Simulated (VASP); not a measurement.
Write the native input for VASP 6.6.1 that does the following.

| Quantity | Value |
| --- | --- |
| Task | single point |
| Functional | PBE |
| Potentials or basis | VASP PAW PBE potentials, release 64 (W_sv, C) |
| Cutoff | 520 eV |
| k mesh | 10 × 10 × 9 |
| Occupations | gaussian, width 0.013 eV |
| Spin | no spin polarisation |
| Dipole correction | no |
| Further INCAR settings | ALGO = Normal; EDIFF = 1e-06; NBANDS = 16 |

The structure of WC (Qusongite) lies in POSCAR:

```
WC
1.0
    2.9065000000      0.0000000000      0.0000000000
   -1.4532500000      2.5171028361      0.0000000000
    0.0000000000      0.0000000000      2.8366000000
W C
1 1
Direct
    0.0000000000      0.0000000000      0.0000000000
    0.6666666667      0.3333333333      0.5000000000
```

The input as run:

INCAR

```
ALGO = Normal ; EDIFF = 1E-6
ENCUT = 520 ; GGA = PE
ISIF = 2 ; ISMEAR = 0
LASPH = T ; LCHARG = F
LREAL = F ; LWAVE = F
NBANDS = 16 ; NELM = 80
PREC = Accurate ; SIGMA = 0.013000000000000001
```

KPOINTS

```
k-points
0
Gamma
  10 10 9
```

Potentials or basis: VASP PAW PBE potentials, release 64 (W_sv, C).

Command:

```sh
$ cat potpaw_PBE.64/W_sv/POTCAR potpaw_PBE.64/C/POTCAR > POTCAR
$ mpirun -np 1 vasp_std > vasp.out
```

Results of the run:

```
Pressure               : 6.7 GPa
Band gap on the k mesh : zero (band 9 reaches 11.73 eV, above the bottom of band 10 at 10.54 eV)
```

Caveat: spin-orbit coupling is left out, which moves the levels of the heavy elements.

Wall time 7.3 s on 1 thread of Intel(R) Xeon(R) 6975P-C (Granite Rapids), with other jobs on the host, peak memory 0.15 GiB.
